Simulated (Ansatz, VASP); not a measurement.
# C11O in VASP and in Ansatz

```
C O
1.0
     3.64732    0.00000    0.00000
    -1.66588    3.93102    0.00000
     0.00000    0.00000   23.58096
C O
11 1
Direct
  0.50018 0.33339 0.16963
  0.49982 0.66661 0.16963
  0.50018 0.83339 0.22189
  0.49982 0.16661 0.22189
  0.50002 0.33532 0.27414
  0.49998 0.66468 0.27414
  0.50013 0.83665 0.32662
  0.49987 0.16335 0.32662
  0.49976 0.35443 0.37450
  0.50024 0.64557 0.37450
  0.24976 0.35443 0.57593
  0.24976 0.35443 0.52716
```

Alike in both runs: task single point; functional PBE; dispersion D3(BJ); k mesh 8 × 7 × 1; occupations gaussian, width 0.05 eV; no spin polarisation.

|  | VASP | Ansatz |
| --- | --- | --- |
| version | VASP 6.6.1 | Ansatz 0.2.0 |
| potentials or method | VASP PAW PBE potentials, release 64 (C, O), cutoff 520 eV | scalar-relativistic, plane waves, PAW |
| valence electrons in the cell | 50 | 50 |

Ansatz gave:

```
gap on the k mesh at the Fermi level (eV)  : none
rms of the force components (eV/Å)         : 1.670
work function, face that differs most (eV) : 5.92
```

**Question.** Which values does VASP return?

**Answer.** gap on the k mesh at the Fermi level (eV): none; rms of the force components (eV/Å): 1.633; work function, face that differs most (eV): 5.87.

A gap of «none» marks a metal or a gap that the smearing closes.

Noted on VASP's run: the standard files for N, O and F lose accuracy on very short bonds.
